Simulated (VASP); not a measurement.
# H6C2O in VASP: further runs

The runs below take H6C2O through single point, with PBE+D3(BJ).

Everything below comes from runs of VASP 6.6.1. Logs are shortened: lines on timing, memory, paths and dates and some standing lists are left out, and cuts for length are marked.

## 1. The cell of the first run

The cell holds a disordered packing, 36 atoms: a = 7.294 Å, b = 7.294 Å, c = 7.294 Å, α = 90.00°, β = 90.00°, γ = 90.00°.

## 2. Single point, PBE+D3(BJ)

INCAR reads:

```
SYSTEM = H6C2O
PREC = Accurate ; ENCUT = 520
EDIFF = 1E-6 ; ISMEAR = -1
SIGMA = 0.02 ; LREAL = Auto
LASPH = .TRUE. ; NELM = 60
ALGO = Normal ; ISIF = 2
LWAVE = .FALSE. ; LCHARG = .FALSE.
GGA = PE ; IVDW = 12
NBANDS = 64
```

KPOINTS reads:

```
regular mesh
0
G
  1 1 1
  0 0 0
```

POSCAR reads:

```
H6C2O
1.0
    7.2936330000      0.0000000000      0.0000000000
    0.0000000000      7.2936330000      0.0000000000
    0.0000000000      0.0000000000      7.2936330000
C O H
8 4 24
Direct
    0.5079087473      0.7193671521      0.0180705555
    0.3639475691      0.5845098046      0.1005671659
    0.7491328396      0.6782490975      0.4325964852
    0.9043367002      0.7806397717      0.5326974911
    0.4262210616      0.1332120769      0.5160802579
    0.4038865131      0.1204063873      0.7279088487
    0.9777294799      0.3318510816     -0.0828119539
    0.9273430676      0.2554831042      0.1180070344
    0.4922238341      0.4248637133      0.1365437499
    0.9358984747      0.9871897859      0.5106097332
    0.5190828768      0.2629690855      0.7949947578
    1.0734568082      0.1547788324      0.1944298541
    0.4819820246      0.3353747028      0.2389344240
    0.3314123428      0.6500189960      0.2301870686
    0.2602955208      0.5467645548     -0.0081029577
    0.4551366925      0.8454360125     -0.0404599464
    0.5991938448      0.7604714962      0.1222436062
    0.6014423813      0.6573952926     -0.1042690248
    0.8208940592      1.0531240056      0.4832845305
    0.8833046576      0.7686430069      0.6960454413
    1.0514650244      0.7213140557      0.4899067447
    0.7266611852      0.5360428747      0.4801036740
    0.6307967511      0.7553163149      0.4774849516
    0.7714536775      0.6985407684      0.2900474976
    0.5360702958      0.2597059655      0.9202958251
    0.2700300385      0.1290029263      0.7822713317
    0.4860952011     -0.0103789154      0.7780210493
    0.3429566582      0.0557061207      0.4339127017
    0.3879822305      0.2798879516      0.4787874575
    0.5706209786      0.1390253664      0.4572207019
    1.0172571063      0.0307665604      0.2334364781
    0.8828522082      0.3722013433      0.2068379366
    0.7994781202      0.1595089854      0.1172118202
    0.8723773187      0.2581018266     -0.1685853950
    0.9554634844      0.4891526623     -0.0835111939
    1.1050185826      0.2990416436     -0.1228468721
```

Potentials or basis: VASP PAW PBE potentials, release 64 (C, O, H).

Started as:

```
$ cat potpaw_PBE.64/C/POTCAR potpaw_PBE.64/O/POTCAR potpaw_PBE.64/H/POTCAR > POTCAR
$ mpirun -np 1 vasp_gam > vasp.out
```

OUTCAR:

```text
SYSTEM = H6C2O
   PREC = Accurate
   ENCUT = 520
   EDIFF = 1E-6
   ISMEAR = -1
   LREAL = Auto
   LASPH = .TRUE.
   NELM = 60
   ISIF = 2
   GGA = PE
   IVDW = 12
 IVDW          = 12

 ion  position               nearest neighbor table
   1  0.508  0.719  0.018-  17 1.05  16 1.08  18 1.21   2 1.56
   2  0.364  0.585  0.101-  14 1.09  15 1.13   9 1.52   1 1.56
   3  0.749  0.678  0.433-  24 1.06  23 1.08  22 1.11   4 1.54
   4  0.904  0.781  0.533-  21 1.20  20 1.20  10 1.53   3 1.54
   5  0.426  0.133  0.516-  28 1.02  30 1.14  29 1.14   6 1.56
   6  0.404  0.120  0.728-  26 1.06  27 1.18  11 1.42   5 1.56
   7  0.978  0.332  0.917-  36 1.00  34 1.13  35 1.16   8 1.61
   8  0.927  0.255  0.118-  32 1.12  33 1.17  12 1.41   7 1.61
   9  0.492  0.425  0.137-  13 0.99   2 1.52
  10  0.936  0.987  0.511-  19 0.99   4 1.53
  11  0.519  0.263  0.795-  25 0.92   6 1.42
  12  0.073  0.155  0.194-  31 1.03   8 1.41
  13  0.482  0.335  0.239-   9 0.99
  14  0.331  0.650  0.230-   2 1.09
  15  0.260  0.547  0.992-   2 1.13
  16  0.455  0.845  0.960-   1 1.08
  17  0.599  0.760  0.122-   1 1.05
  18  0.601  0.657  0.896-   1 1.21
[... 16 lines left out ...]
  35  0.955  0.489  0.916-   7 1.16
  36  0.105  0.299  0.877-   7 1.00

  LATTYP: Found a simple cubic cell.
 ALAT       =     7.2936330000

  Lattice vectors:

 A1 = (   7.2936330000,   0.0000000000,   0.0000000000)
 A2 = (   0.0000000000,   7.2936330000,   0.0000000000)
 A3 = (   0.0000000000,   0.0000000000,   7.2936330000)

Analysis of symmetry for initial positions (statically):
=====================================================================
 Subroutine PRICEL returns:
 Original cell was already a primitive cell.

 Routine SETGRP: Setting up the symmetry group for a
 simple cubic supercell.

 Subroutine GETGRP returns: Found  1 space group operations
 (whereof  1 operations were pure point group operations)
 out of a pool of 48 trial point group operations.

The static configuration has the point symmetry C_1 .

Analysis of symmetry for dynamics (positions and initial velocities):
=====================================================================
 Subroutine PRICEL returns:
 Original cell was already a primitive cell.

 Routine SETGRP: Setting up the symmetry group for a
 simple cubic supercell.

 Subroutine GETGRP returns: Found  1 space group operations
 (whereof  1 operations were pure point group operations)
 out of a pool of 48 trial point group operations.

The dynamic configuration has the point symmetry C_1 .

 Subroutine INISYM returns: Found  1 space group operations
 (whereof  1 operations are pure point group operations),
 and found     1 'primitive' translations

----------------------------------------------------------------------------------------

                                     Primitive cell

  volume of cell :     388.0000

  direct lattice vectors                    reciprocal lattice vectors
     7.293633000  0.000000000  0.000000000     0.137105884  0.000000000  0.000000000
     0.000000000  7.293633000  0.000000000     0.000000000  0.137105884  0.000000000
     0.000000000  0.000000000  7.293633000     0.000000000  0.000000000  0.137105884

  length of vectors
     7.293633000  7.293633000  7.293633000     0.137105884  0.137105884  0.137105884

  position of ions in fractional coordinates (direct lattice)
     0.507908747  0.719367152  0.018070556
     0.363947569  0.584509805  0.100567166
     0.749132840  0.678249098  0.432596485
     0.904336700  0.780639772  0.532697491
     0.426221062  0.133212077  0.516080258
     0.403886513  0.120406387  0.727908849
[... 28 lines left out ...]
     0.955463484  0.489152662  0.916488806
     0.105018583  0.299041644  0.877153128

  ion indices of the primitive-cell ions
   primitive index   ion index
                 1           1
                 2           2
                 3           3
                 4           4
                 5           5
                 6           6
[... 28 lines left out ...]
                35          35
                36          36

----------------------------------------------------------------------------------------

 KPOINTS: regular mesh

Automatic generation of k-mesh.
 Grid dimensions read from file:
 generate k-points for:    1    1    1

 Generating k-lattice:

  Cartesian coordinates                     Fractional coordinates (reciprocal lattice)
     0.137105884  0.000000000  0.000000000     1.000000000  0.000000000  0.000000000
     0.000000000  0.137105884  0.000000000     0.000000000  1.000000000  0.000000000
     0.000000000  0.000000000  0.137105884     0.000000000  0.000000000  1.000000000

  Length of vectors
     0.137105884  0.137105884  0.137105884

  Shift w.r.t. Gamma in fractional coordinates (k-lattice)
     0.000000000  0.000000000  0.000000000

 Subroutine IBZKPT returns following result:
 ===========================================

 Found      1 irreducible k-points:

 Following reciprocal coordinates:
            Coordinates               Weight
  0.000000  0.000000  0.000000      1.000000
   k-points           NKPTS =      1   k-points in BZ     NKDIM =      1   number of bands    NBANDS=     64
   number of dos      NEDOS =    301   number of ions     NIONS =     36
   total plane-waves  NPLWV = 157464
   dimension x,y,z NGX =    54 NGY =   54 NGZ =   54
   dimension x,y,z NGXF=   108 NGYF=  108 NGZF=  108
   ions per type =               8   4  24
   NGX,Y,Z   is equivalent  to a cutoff of  12.31, 12.31, 12.31 a.u.
   NGXF,Y,Z  is equivalent  to a cutoff of  24.62, 24.62, 24.62 a.u.
 SYSTEM =  H6C2O
   PREC   = accura    normal or accurate (medium, high low for compatibility)
   ISTART =      0    job   : 0-new  1-cont  2-samecut
   ICHARG =      2    charge: 1-file 2-atom 10-const
   ISPIN  =      1    spin polarized calculation?
   LNONCOLLINEAR =      F non collinear calculations
   LSORBIT =      F    spin-orbit coupling
   LASPH  =      T    aspherical Exc in radial PAW
   ENCUT  =  520.0 eV  38.22 Ry    6.18 a.u.  13.56 13.56 13.56*2*pi/ulx,y,z
   NELM   =     60;   NELMIN=  2; NELMDL= -5     # of ELM steps
   EDIFF  = 0.1E-05   stopping-criterion for ELM
   LREAL  =      T    real-space projection
   EDIFFG = 0.1E-04   stopping-criterion for IOM
   NSW    =      0    number of steps for IOM
   IBRION =     -1    ionic relax: 0-MD 1-quasi-New 2-CG
   NFREE  =      0    steps in history (QN), initial steepest desc. (CG)
   ISIF   =      2    stress and relaxation
   ISYM   =      2    0-nonsym 1-usesym 2-fastsym
   POTIM  = 0.5000    time-step for ionic-motion
   TEBEG  =    0.0;   TEEND  =   0.0 temperature during run
   PSTRESS=    0.0 pullay stress
   NELECT =      80.0000    total number of electrons
   NUPDOWN=      -1.0000    fix difference up-down
   EMIN   =  10.00;   EMAX   =-10.00  energy-range for DOS
   EFERMI =   0.00;   METHOD = LEGACY
   ISMEAR =    -1;   SIGMA  =   0.02  broadening in eV -4-tet -1-fermi 0-gaus
   EFERMI_NEDOS =   21; number of points for ismear=-14 and -15
   IALGO  =     38    algorithm
   IMIX   =      4    mixing-type and parameters
     AMIX     =   0.40;   BMIX     =  1.00
     AMIX_MAG =   1.60;   BMIX_MAG =  1.00
  volume/ion in A,a.u.               =      10.78        72.73
  Fermi-wavevector in a.u.,A,eV,Ry     =   0.967151  1.827650 12.726630  0.935381
  Thomas-Fermi vector in A             =   2.097013
   LORBIT       =      0    0 simple, 1 ext, 2 COOP (PROOUT), +10 PAW based schemes
   GGA     = PE    functional components
   LHFCALC =     F    Hartree Fock is set to
   AEXX    =    0.0000 exact exchange contribution
   IVDW    =    12    specifies the selected vdW correction
   LEPSILON=     F    determine dielectric tensor
   LRPA    =     F    only Hartree local field effects (RPA)
 non-spin polarized calculation
  energy-cutoff  :      520.00
  volume of cell :      388.00
 maximum number of plane-waves:      5198
 NGX is ok and might be reduce to    54
   NGX = 27   NGY = 27   NGZ = 27

 number of electron      79.9999975 magnetization

 Free energy of the ion-electron system (eV)
  ---------------------------------------------------
  ext. energy  EPLUGINS =         0.00000000
  ---------------------------------------------------
  free energy    TOTEN  =      -184.60500929 eV

  energy without entropy =     -184.60500929  energy(sigma->0) =     -184.60500929

 E-fermi :  -2.0421     XC(G=0):  -6.5147

 val. band max:       -2.5700302604   @ k =   0.0000   0.0000   0.0000
 cond. band min:       1.7070312036   @ k =   0.0000   0.0000   0.0000
 fundamental gap:      4.2770614640
 Fermi energy:        -2.0421187797

 k-point     1 :       0.0000    0.0000    0.0000
  band No.  band energies     occupation
      1     -22.2466      2.00000
      2     -22.0414      2.00000
      3     -21.7884      2.00000
      4     -21.5304      2.00000
      5     -15.6737      2.00000
      6     -15.3617      2.00000
[... 44 lines left out ...]
     51       5.0213      0.00000
     52       5.3152      0.00000
 [bands above 52 left out]

------------------------ aborting loop because EDIFF is reached ----------------------------------------

 Edisp (eV)   -1.31122

 E8    (eV) :    -0.2866

  FORCE on cell =-STRESS in cart. coord.  units (eV):
  Direction    XX          YY          ZZ          XY          YZ          ZX
  --------------------------------------------------------------------------------------
  -------------------------------------------------------------------------------------
  Total      -1.96975   -11.90761    -2.87601    -1.66605     1.76138     5.16348
  in kB      -8.13374   -49.17035   -11.87598    -6.87964     7.27331    21.32167
  external pressure =      -23.06 kB  Pullay stress =        0.00 kB

 VOLUME and BASIS-vectors are now :
 -----------------------------------------------------------------------------
  energy-cutoff  :      520.00
  volume of cell :      388.00
      direct lattice vectors                 reciprocal lattice vectors
     7.293633000  0.000000000  0.000000000     0.137105884  0.000000000  0.000000000
     0.000000000  7.293633000  0.000000000     0.000000000  0.137105884  0.000000000
     0.000000000  0.000000000  7.293633000     0.000000000  0.000000000  0.137105884

 POSITION                                       TOTAL-FORCE (eV/Angst)
 -----------------------------------------------------------------------------------
      3.70450      5.24680      0.13180         0.445123     -1.340580     -2.689873
      2.65450      4.26320      0.73350         2.977842     -0.711038     -1.194155
      5.46390      4.94690      3.15520         0.712597      1.476519      1.601226
      6.59590      5.69370      3.88530         2.226752     -0.014000      2.405888
      3.10870      0.97160      3.76410         1.370157      3.516549      1.082479
      2.94580      0.87820      5.30910         4.629371     -1.808213     -0.950543
[... 28 lines left out ...]
      6.96880      3.56770      6.68453         0.147370     -1.692315     -0.279070
      0.76597      2.18110      6.39763         3.511892     -0.888246     -0.877253
 -----------------------------------------------------------------------------------
    total drift:                                0.006355     -0.001374     -0.000893

  FREE ENERGIE OF THE ION-ELECTRON SYSTEM (eV)
  ---------------------------------------------------
  free  energy   TOTEN  =      -185.9162314590 eV

  energy  without entropy=     -185.9162314590  energy(sigma->0) =     -185.91623146
```

Run time: 97 s. Hardware: 1 thread of Intel Xeon 8259CL, shared host; peak memory 0.35 GiB.

Results:

```
Free energy                : -185.9162 eV
Pressure                   : -2.3 GPa
Largest force              : 6.117 eV/Å
Band gap on the k mesh     : 4.28 eV
Dispersion energy per atom : -0.036 eV
```

Forces in eV/Å, atoms in the order of the input:
```
C    0.445 -1.341 -2.690
C    2.978 -0.711 -1.194
C    0.713  1.477  1.601
C    2.227 -0.014  2.406
C    1.370  3.517  1.082
C    4.629 -1.808 -0.951
C   -5.610  1.117  2.169
C   -1.239  0.165 -0.865
O   -0.104 -0.231 -0.022
O   -0.885 -1.795 -0.800
O   -0.244  0.992 -3.247
O   -0.299 -2.281  0.531
H   -1.139  1.215 -0.388
H   -1.115 -0.297  0.255
H    0.284  0.170  1.341
H   -0.710  0.179 -0.037
H    0.890  0.287  0.999
H   -1.635  0.527  1.925
H    0.227 -0.551  0.328
H    0.476 -0.239 -2.306
H   -2.034  0.766  0.842
H    0.503  0.298 -0.273
H   -1.038  0.151 -0.206
H   -0.077 -0.471 -1.122
H   -0.019  0.124  3.130
H   -1.444 -0.206  0.142
H   -1.776  1.008 -0.788
H   -1.647 -1.902 -1.337
H   -0.237 -0.695  0.385
H   -0.660 -0.747  1.017
H    1.222  2.132 -0.101
H    0.406 -0.269 -0.098
H    1.069  1.062 -0.453
H    0.811  0.952 -0.119
H    0.147 -1.692 -0.279
H    3.512 -0.888 -0.877
```

Caveat: the k points lie up to 0.86 Å⁻¹ apart.

(Continued in part 2 of 2.)
